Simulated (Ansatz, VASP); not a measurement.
# Two plane-wave programs on SnCl3

```
Sn Cl
1.0
     5.74834    0.00000    0.00000
    -2.87417    4.97821    0.00000
     0.00000    0.00000    3.50997
Sn Cl
1 3
Direct
  0.00000 0.00000 0.50000
  0.50000 0.00000 0.00000
  0.00000 0.50000 0.00000
  0.50000 0.50000 0.00000
```

Alike in both runs: task relaxation of cell and atoms; functional PBE; k mesh 12 × 12 × 14; occupations gaussian, width 0.1 eV; no spin polarisation.

|  | VASP | Ansatz |
| --- | --- | --- |
| version | VASP 6.6.1 | Ansatz 0.2.0 |
| potentials or method | VASP PAW PBE potentials, release 64 (Sn_d, Cl), cutoff 600 eV | scalar-relativistic, plane waves, PAW |
| valence electrons in the cell | 35 | 35 |

VASP gave:

```
gap on the k mesh at the Fermi level, each at its own relaxed structure (eV)  : none
relaxed volume (Å³/atom)                                                      : 25.06
relaxed length of the cell vector where the two differ most in proportion (Å) : 5.751
```

Task: What did Ansatz give for the same quantities?

Result: gap on the k mesh at the Fermi level, each at its own relaxed structure (eV): none; relaxed volume (Å³/atom): 25.08; relaxed length of the cell vector where the two differ most in proportion (Å): 5.753.

A gap of «none» marks a metal or a gap that the smearing closes.
